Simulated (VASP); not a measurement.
# Ta (Im-3m) in VASP: further runs

Ta is run at these levels: PBE; tasks: relaxation of cell and atoms, single point.

All numbers are computed with VASP 6.6.1; they aren't measurements. Logs are shortened: lines on timing, memory, paths and dates and some standing lists are left out, and cuts for length are marked.

## Step 1: The cell of the first run

Symmetry: Im-3m, No. 229, cubic system. The conventional cell has a = 3.310 Å, b = 3.310 Å, c = 3.310 Å, α = 90.00°, β = 90.00°, γ = 90.00°. Ta (site symmetry m-3m) has 14 Ta at 2.87 to 3.31 Å within 3.8 Å.

## Step 2: Relaxation of cell and atoms, PBE

INCAR reads:

```
SYSTEM = Ta
ALGO = Normal
EDIFF = 1E-6
EDIFFG = -0.005
ENCUT = 600
GGA = PE
IBRION = 2
ISIF = 3
ISMEAR = 0
LASPH = .TRUE.
LCHARG = .FALSE.
LREAL = .FALSE.
LWAVE = .FALSE.
NELM = 60
NSW = 80
PREC = Accurate
SIGMA = 0.1
```

KPOINTS reads:

```
k-points
0
G
  12 12 12
  0 0 0
```

POSCAR reads:

```
Ta
1.0
   -1.6550000000      1.6550000000      1.6550000000
    1.6550000000     -1.6550000000      1.6550000000
    1.6550000000      1.6550000000     -1.6550000000
Ta
1
Direct
    0.0000000000      0.0000000000      0.0000000000
```

Potentials or basis: VASP PAW PBE potentials, release 64 (Ta_pv).

Command:

```console
$ cat potpaw_PBE.64/Ta_pv/POTCAR > POTCAR
$ mpirun -np 1 vasp_std > vasp.out
```

OUTCAR:

```text
SYSTEM = Ta
   EDIFF = 1E-6
   EDIFFG = -0.005
   ENCUT = 600
   GGA = PE
   IBRION = 2
   ISIF = 3
   ISMEAR = 0
   LASPH = .TRUE.
   LREAL = .FALSE.
   NELM = 60
   NSW = 80
   PREC = Accurate

 ion  position               nearest neighbor table
   1  0.000  0.000  0.000-

  LATTYP: Found a body centered cubic cell.
 ALAT       =     3.3100000000

  Lattice vectors:

 A1 = (  -1.6550000000,   1.6550000000,   1.6550000000)
 A2 = (   1.6550000000,  -1.6550000000,   1.6550000000)
 A3 = (   1.6550000000,   1.6550000000,  -1.6550000000)

Analysis of symmetry for initial positions (statically):
=====================================================================
 Subroutine PRICEL returns:
 Original cell was already a primitive cell.

 Routine SETGRP: Setting up the symmetry group for a
 body centered cubic supercell.

 Subroutine GETGRP returns: Found 48 space group operations
 (whereof 48 operations were pure point group operations)
 out of a pool of 48 trial point group operations.

The static configuration has the point symmetry O_h .

Analysis of symmetry for dynamics (positions and initial velocities):
=====================================================================
 Subroutine PRICEL returns:
 Original cell was already a primitive cell.

 Routine SETGRP: Setting up the symmetry group for a
 body centered cubic supercell.

 Subroutine GETGRP returns: Found 48 space group operations
 (whereof 48 operations were pure point group operations)
 out of a pool of 48 trial point group operations.

The dynamic configuration has the point symmetry O_h .

 Subroutine INISYM returns: Found 48 space group operations
 (whereof 48 operations are pure point group operations),
 and found     1 'primitive' translations

----------------------------------------------------------------------------------------

                                     Primitive cell

  volume of cell :      18.1323

  direct lattice vectors                    reciprocal lattice vectors
    -1.655000000  1.655000000  1.655000000     0.000000000  0.302114804  0.302114804
     1.655000000 -1.655000000  1.655000000     0.302114804  0.000000000  0.302114804
     1.655000000  1.655000000 -1.655000000     0.302114804  0.302114804  0.000000000

  length of vectors
     2.866544087  2.866544087  2.866544087     0.427254853  0.427254853  0.427254853

  position of ions in fractional coordinates (direct lattice)
     0.000000000  0.000000000  0.000000000

  ion indices of the primitive-cell ions
   primitive index   ion index
                 1           1

----------------------------------------------------------------------------------------

 KPOINTS: k-points

Automatic generation of k-mesh.
 Grid dimensions read from file:
 generate k-points for:   12   12   12

 Generating k-lattice:

  Cartesian coordinates                     Fractional coordinates (reciprocal lattice)
     0.000000000  0.025176234  0.025176234     0.083333333  0.000000000  0.000000000
     0.025176234  0.000000000  0.025176234     0.000000000  0.083333333  0.000000000
     0.025176234  0.025176234  0.000000000     0.000000000  0.000000000  0.083333333

  Length of vectors
     0.035604571  0.035604571  0.035604571

  Shift w.r.t. Gamma in fractional coordinates (k-lattice)
     0.000000000  0.000000000  0.000000000

 Subroutine IBZKPT returns following result:
 ===========================================

 Found     72 irreducible k-points:

 Following reciprocal coordinates:
            Coordinates               Weight
  0.000000  0.000000  0.000000      1.000000
  0.083333  0.000000  0.000000     12.000000
  0.166667  0.000000  0.000000     12.000000
  0.250000  0.000000  0.000000     12.000000
  0.333333  0.000000  0.000000     12.000000
  0.416667  0.000000  0.000000     12.000000
[... 16 lines left out ...]
  0.333333  0.083333  0.083333     24.000000
  0.416667  0.083333  0.083333     12.000000
 [... further k-points ...]
   k-points           NKPTS =     72   k-points in BZ     NKDIM =     72   number of bands    NBANDS=      9
   number of dos      NEDOS =    301   number of ions     NIONS =      1
   total plane-waves  NPLWV =  13824
   dimension x,y,z NGX =    24 NGY =   24 NGZ =   24
   dimension x,y,z NGXF=    48 NGYF=   48 NGZF=   48
   ions per type =               1
   NGX,Y,Z   is equivalent  to a cutoff of  13.92, 13.92, 13.92 a.u.
   NGXF,Y,Z  is equivalent  to a cutoff of  27.84, 27.84, 27.84 a.u.
 SYSTEM =  Ta
   PREC   = accura    normal or accurate (medium, high low for compatibility)
   ISTART =      0    job   : 0-new  1-cont  2-samecut
   ICHARG =      2    charge: 1-file 2-atom 10-const
   ISPIN  =      1    spin polarized calculation?
   LNONCOLLINEAR =      F non collinear calculations
   LSORBIT =      F    spin-orbit coupling
   LASPH  =      T    aspherical Exc in radial PAW
   ENCUT  =  600.0 eV  44.10 Ry    6.64 a.u.   5.73  5.73  5.73*2*pi/ulx,y,z
   NELM   =     60;   NELMIN=  2; NELMDL= -5     # of ELM steps
   EDIFF  = 0.1E-05   stopping-criterion for ELM
   LREAL  =      F    real-space projection
   EDIFFG = -.5E-02   stopping-criterion for IOM
   NSW    =     80    number of steps for IOM
   IBRION =      2    ionic relax: 0-MD 1-quasi-New 2-CG
   NFREE  =      1    steps in history (QN), initial steepest desc. (CG)
   ISIF   =      3    stress and relaxation
   ISYM   =      2    0-nonsym 1-usesym 2-fastsym
   POTIM  = 0.5000    time-step for ionic-motion
   TEBEG  =    0.0;   TEEND  =   0.0 temperature during run
   PSTRESS=    0.0 pullay stress
   NELECT =      11.0000    total number of electrons
   NUPDOWN=      -1.0000    fix difference up-down
   EMIN   =  10.00;   EMAX   =-10.00  energy-range for DOS
   EFERMI =   0.00;   METHOD = LEGACY
   ISMEAR =     0;   SIGMA  =   0.10  broadening in eV -4-tet -1-fermi 0-gaus
   EFERMI_NEDOS =   21; number of points for ismear=-14 and -15
   IALGO  =     38    algorithm
   IMIX   =      4    mixing-type and parameters
     AMIX     =   0.40;   BMIX     =  1.00
     AMIX_MAG =   1.60;   BMIX_MAG =  1.00
  volume/ion in A,a.u.               =      18.13       122.36
  Fermi-wavevector in a.u.,A,eV,Ry     =   1.385865  2.618906 26.131663  1.920623
  Thomas-Fermi vector in A             =   2.510235
   LORBIT       =      0    0 simple, 1 ext, 2 COOP (PROOUT), +10 PAW based schemes
   GGA     = PE    functional components
   LHFCALC =     F    Hartree Fock is set to
   AEXX    =    0.0000 exact exchange contribution
   IVDW    =     0    specifies the selected vdW correction
   LEPSILON=     F    determine dielectric tensor
   LRPA    =     F    only Hartree local field effects (RPA)
 conjugate gradient relaxation of ions
 non-spin polarized calculation
 Gauss-broadening in eV      SIGMA  =   0.10
  energy-cutoff  :      600.00
  volume of cell :       18.13
 maximum number of plane-waves:       619
   NGX = 11   NGY = 11   NGZ = 11

--------------------------------------- Ionic step        1  -------------------------------------------

 number of electron      11.0000001 magnetization

 Free energy of the ion-electron system (eV)
  ---------------------------------------------------
  ext. energy  EPLUGINS =         0.00000000
  ---------------------------------------------------
  free energy    TOTEN  =       -11.80807186 eV

  energy without entropy =      -11.79820742  energy(sigma->0) =      -11.80313964

------------------------ aborting loop because EDIFF is reached ----------------------------------------

  FORCE on cell =-STRESS in cart. coord.  units (eV):
  Direction    XX          YY          ZZ          XY          YZ          ZX
  --------------------------------------------------------------------------------------
  -------------------------------------------------------------------------------------
  Total        0.1235659      0.1235659      0.1235659      0.0000000     -0.0000000      0.0000000
  in kB       10.9183093     10.9183093     10.9183093      0.0000000     -0.0000000      0.0000000
  external PRESSURE =      10.9183093 kB  Pullay stress =       0.0000000 kB
[... 55 lines left out ...]
  energy  without entropy=      -11.7961732895  energy(sigma->0) =      -11.80155224

--------------------------------------- Ionic step        3  -------------------------------------------

 number of electron      11.0000001 magnetization

 Free energy of the ion-electron system (eV)
  ---------------------------------------------------
  ext. energy  EPLUGINS =         0.00000000
  ---------------------------------------------------
  free energy    TOTEN  =       -11.80842786 eV

  energy without entropy =      -11.79823242  energy(sigma->0) =      -11.80333014

 E-fermi :   5.3632     XC(G=0): -12.5518

 val. band max:        5.3585992563   @ k =  -0.1667   0.2500   0.0833
 cond. band min:       5.3764722239   @ k =   0.3333   0.0000   0.0000
 fundamental gap:      0.0178729676
 Fermi energy:         5.3631642617

 k-point     1 :       0.0000    0.0000    0.0000
  band No.  band energies     occupation
      1     -27.7223      2.00000
      2     -27.7223      2.00000
      3     -27.7223      2.00000
      4      -2.4831      2.00000
      5       6.1267      0.00000
      6       6.1267      0.00000
      7       6.1267      0.00000
      8       9.3546      0.00000
      9       9.3546      0.00000
[... 265 lines left out ...]
 k-point    24 :       0.4167    0.0833    0.0833
  band No.  band energies     occupation
      1     -28.7745      2.00000
      2     -28.1391      2.00000
      3     -27.8042      2.00000
      4       1.6793      2.00000
      5       3.8054      2.00000
      6       6.2421      0.00000
      7       9.4792      0.00000
      8      10.2830      0.00000
      9      14.0377      0.00000

 [... further k-points ...]
[... 5 lines left out ...]
  --------------------------------------------------------------------------------------
  -------------------------------------------------------------------------------------
  Total        0.0010289      0.0010289      0.0010289      0.0000000      0.0000000     -0.0000000
  in kB        0.0903879      0.0903879      0.0903879      0.0000000      0.0000000     -0.0000000
  external PRESSURE =       0.0903879 kB  Pullay stress =       0.0000000 kB
[... 16 lines left out ...]
  FREE ENERGIE OF THE ION-ELECTRON SYSTEM (eV)
  ---------------------------------------------------
  free  energy   TOTEN  =       -11.8084278615 eV

  energy  without entropy=      -11.7982324153  energy(sigma->0) =      -11.80333014

 reached required accuracy - stopping structural energy minimisation
```

Run time: 16 s. Hardware: 1 thread of Intel Xeon 6975P-C, shared host; peak memory 0.15 GiB.

What came out:

```yaml
Free_energy: -11.8084 eV
Relaxed_volume: 18.24 Å³/atom
Relaxed_cell: a = 2.872 Å, b = 2.872 Å, c = 2.872 Å, α = 109.47°, β = 109.47°, γ = 109.47°
Space_group_after_relaxing_to_0.05_Å: Im-3m (No. 229)
Energy_gained_by_relaxing: 0.4 meV/atom
Ionic_steps: 3
Pressure_after_relaxing: 0.0 GPa
```

Step by step:
| step | energy change (eV) | largest force (eV/Å) | pressure (GPa) | volume (Å³) |
| --- | --- | --- | --- | --- |
| 1 | 0.0000 | 0.0000 | 1.09 | 18.13 |
| 2 | 0.0011 | 0.0000 | -2.15 | 18.46 |
| 3 | -0.0004 | 0.0000 | 0.01 | 18.24 |

Final structure:
```yaml
crystal:
  lattice:
    - [-1.65823, 1.65823, 1.65823]
    - [1.65823, -1.65823, 1.65823]
    - [1.65823, 1.65823, -1.65823]
  atoms:
    - { symbol: Ta, position: [0.00000, 0.00000, 0.00000] }
```

Levels at points of the mesh, in eV from the Fermi level:
```csv
k point,band 2,band 3,band 4,band 5,band 6,band 7,band 8,band 9
"(0.00, 0.00, 0.00)",-33.09,-33.09,-7.85,0.76,0.76,0.76,3.99,3.99
"(0.50, 0.00, 0.00)",-33.45,-33.09,-4.30,-1.48,1.55,3.87,4.88,7.71
"(0.50, 0.50, 0.50)",-33.87,-33.87,-3.70,-3.70,6.77,6.77,6.77,8.57
```

Caveat: spin-orbit coupling is left out, which moves the levels of the heavy elements.

## Step 3: Relaxation of cell and atoms, PBE

INCAR reads:

```
SYSTEM = Ta
PREC     = Accurate       ! precision mode
ENCUT    = 600            ! plane-wave cutoff, eV
EDIFF    = 1E-6           ! SCF threshold, eV
ISMEAR   = 0              ! smearing method
SIGMA    = 0.1            ! smearing width, eV
LREAL    = .FALSE.        ! projectors in reciprocal space
LASPH    = .TRUE.         ! aspherical terms in the spheres
NELM     = 80             ! most SCF steps
ALGO     = Normal         ! electronic algorithm
ISIF     = 3              ! what is computed and relaxed
LWAVE    = .FALSE.        ! write WAVECAR
LCHARG   = .FALSE.        ! write CHGCAR
GGA      = PE             ! functional
IBRION   = 2              ! ionic algorithm
NSW      = 80             ! ionic steps
EDIFFG   = -0.005         ! ionic threshold
```

KPOINTS reads:

```
Automatic mesh
0
G
  16 16 16
  0 0 0
```

POSCAR is that of step 2.

Potentials or basis: VASP PAW PBE potentials, release 64 (Ta_pv).

Command:

```console
$ cat potpaw_PBE.64/Ta_pv/POTCAR > POTCAR
$ mpirun -np 1 vasp_std > vasp.out
```

OUTCAR:

```text
SYSTEM = Ta
   PREC = Accurate
   ENCUT = 600
   EDIFF = 1E-6
   ISMEAR = 0
   LREAL = .FALSE.
   LASPH = .TRUE.
   NELM = 80
   ISIF = 3
   GGA = PE
   IBRION = 2
   NSW = 80
   EDIFFG = -0.005

 ion  position               nearest neighbor table
   1  0.000  0.000  0.000-

  LATTYP: Found a body centered cubic cell.
 ALAT       =     3.3100000000

  Lattice vectors:

 A1 = (  -1.6550000000,   1.6550000000,   1.6550000000)
 A2 = (   1.6550000000,  -1.6550000000,   1.6550000000)
 A3 = (   1.6550000000,   1.6550000000,  -1.6550000000)

Analysis of symmetry for initial positions (statically):
=====================================================================
 Subroutine PRICEL returns:
 Original cell was already a primitive cell.

[... 247 lines left out ...]

 E-fermi :   5.3319     XC(G=0): -12.5322

 val. band max:        5.3073028261   @ k =   0.3125   0.0625   0.0625
 cond. band min:       5.3343233230   @ k =  -0.1875   0.2500   0.1250
 fundamental gap:      0.0270204969
 Fermi energy:         5.3318680780

 k-point     1 :       0.0000    0.0000    0.0000
  band No.  band energies     occupation
      1     -27.7971      2.00000
      2     -27.7971      2.00000
      3     -27.7971      2.00000
      4      -2.5013      2.00000
      5       6.0795      0.00000
      6       6.0795      0.00000
      7       6.0795      0.00000
      8       9.2929      0.00000
      9       9.2929      0.00000
[... 265 lines left out ...]
 k-point    24 :       0.2500    0.1875    0.0000
  band No.  band energies     occupation
      1     -28.6699      2.00000
      2     -28.1586      2.00000
      3     -27.8927      2.00000
      4       1.6796      2.00000
      5       4.1267      2.00000
      6       4.7528      2.00000
      7       8.6493      0.00000
      8      10.1069      0.00000
      9      11.9522      0.00000

 [... further k-points ...]
[... 5 lines left out ...]
  --------------------------------------------------------------------------------------
  -------------------------------------------------------------------------------------
  Total       -0.0001797     -0.0001797     -0.0001797     -0.0000000     -0.0000000      0.0000000
  in kB       -0.0157176     -0.0157176     -0.0157176     -0.0000000     -0.0000000      0.0000000
  external PRESSURE =      -0.0157176 kB  Pullay stress =       0.0000000 kB
[... 16 lines left out ...]
  FREE ENERGIE OF THE ION-ELECTRON SYSTEM (eV)
  ---------------------------------------------------
  free  energy   TOTEN  =       -11.8133354128 eV

  energy  without entropy=      -11.8051746928  energy(sigma->0) =      -11.80925505

 reached required accuracy - stopping structural energy minimisation
```

OSZICAR:

```text
N       E                     dE             d eps       ncg     rms          rms(c)
DAV:   1     0.519207001147E+02    0.51921E+02   -0.71278E+03  2610   0.131E+03
DAV:   2    -0.115332963092E+02   -0.63454E+02   -0.62624E+02  3423   0.262E+02
[... 19 lines left out ...]
DAV:   1    -0.118464567202E+02   -0.38913E-01   -0.10907E+00  2641   0.151E+01    0.161E+00
DAV:   2    -0.118191447165E+02    0.27312E-01   -0.37664E-02  2657   0.248E+00    0.544E-01
DAV:   3    -0.118132083342E+02    0.59364E-02   -0.19717E-02  2697   0.172E+00    0.217E-01
DAV:   4    -0.118133383060E+02   -0.12997E-03   -0.26229E-04  2982   0.187E-01    0.238E-02
DAV:   5    -0.118133355223E+02    0.27837E-05   -0.28701E-05  2704   0.649E-02    0.131E-02
DAV:   6    -0.118133354128E+02    0.10955E-06   -0.49156E-07  1694   0.966E-03
   3 F= -.11813335E+02 E0= -.11809255E+02  d E =-.118151E-02
```

Run time: 31 s. Hardware: 1 thread of Intel Xeon 6975P-C, shared host; peak memory 0.18 GiB.

Results:

* Free energy: -11.8133 eV
* Relaxed volume: 18.32 Å³/atom
* Relaxed cell: a = 2.876 Å, b = 2.876 Å, c = 2.876 Å, α = 109.47°, β = 109.47°, γ = 109.47°
* Space group after relaxing (to 0.05 Å): Im-3m (No. 229)
* Energy gained by relaxing: 1.2 meV/atom
* Ionic steps: 3
* Pressure after relaxing: 0.0 GPa

The path:
| step | energy change (eV) | largest force (eV/Å) | pressure (GPa) | volume (Å³) |
| --- | --- | --- | --- | --- |
| 1 | 0.0000 | 0.0000 | 2.04 | 18.13 |
| 2 | 0.0046 | 0.0000 | -4.27 | 18.75 |
| 3 | -0.0012 | 0.0000 | 0.00 | 18.32 |

Final structure:
```yaml
crystal:
  lattice:
    - [-1.66073, 1.66073, 1.66073]
    - [1.66073, -1.66073, 1.66073]
    - [1.66073, 1.66073, -1.66073]
  atoms:
    - { symbol: Ta, position: [0.00000, 0.00000, 0.00000] }
```

Caveat: spin-orbit coupling is left out, which moves the levels of the heavy elements.

## Step 4: Single point, PBE

This run uses another cell than the first one, of 18.29 Å³/atom, 1.009 times its volume.

INCAR reads:

```
SYSTEM = Ta
ALGO = Fast
EDIFF = 1E-7
ENCUT = 520
GGA = PE
ISIF = 2
ISMEAR = 0
LASPH = .True.
LCHARG = .False.
LREAL = .False.
LWAVE = .False.
NBANDS = 12
NELM = 100
PREC = Accurate
SIGMA = 0.1
```

KPOINTS reads:

```
k-points
0
Gamma
  32 32 32
  0 0 0
```

POSCAR reads:

```
Ta
1.0
   -1.6597477941      1.6597477941      1.6597477941
    1.6597477941     -1.6597477941      1.6597477941
    1.6597477941      1.6597477941     -1.6597477941
Ta
1
Direct
    0.0000000000      0.0000000000      0.0000000000
```

Command:

```console
$ cat potpaw_PBE.64/Ta_pv/POTCAR > POTCAR
$ mpirun -np 1 vasp_std > vasp.out
```

Wall time 2.5 min (1 thread of Intel Xeon 6975P-C, shared host); peak memory 0.31 GiB.

It converged, with:

- Free energy: -11.8160 eV
- Pressure: 0.1 GPa

Levels at points of the mesh, in eV from the Fermi level:
```tsv
k point	band 2	band 3	band 4	band 5	band 6	band 7	band 8	band 9	band 10	band 11
(0.00, 0.00, 0.00)	-33.13	-33.13	-7.85	0.74	0.74	0.74	3.96	3.96	14.95	14.95
(0.50, 0.00, 0.00)	-33.49	-33.13	-4.30	-1.49	1.53	3.83	4.84	7.65	11.49	11.88
(0.50, 0.50, 0.50)	-33.91	-33.91	-3.70	-3.70	6.72	6.72	6.72	8.53	8.53	8.53
```

Caveat: spin-orbit coupling is left out, which moves the levels of the heavy elements.

## Step 5: The runs side by side

| task | cell | k mesh | cutoff (eV) | gap on the mesh (eV) | pressure (GPa) | relaxed volume (Å³/atom) |
| --- | --- | --- | --- | --- | --- | --- |
| relaxation of cell and atoms | relaxed from a = 2.867 Å, angles 109.5°, 1 atom | 12 × 12 × 12 | 600 | none | 0.0 | 18.24 |
| relaxation of cell and atoms | relaxed from a = 2.867 Å, angles 109.5°, 1 atom | 16 × 16 × 16 | 600 | none | 0.0 | 18.32 |
| single point | a = 2.875 Å, angles 109.5°, 1 atom | 32 × 32 × 32 | 520 | none | 0.1 | - |

Alike in all rows: level PBE; potentials or basis VASP PAW PBE potentials, release 64 (Ta_pv); no spin polarisation; smearing gaussian 0.1 eV.

Caveats: spin-orbit coupling is left out, which moves the levels of the heavy elements.

Total energies depend on the potentials used, so only differences within one code and one set of settings carry meaning.
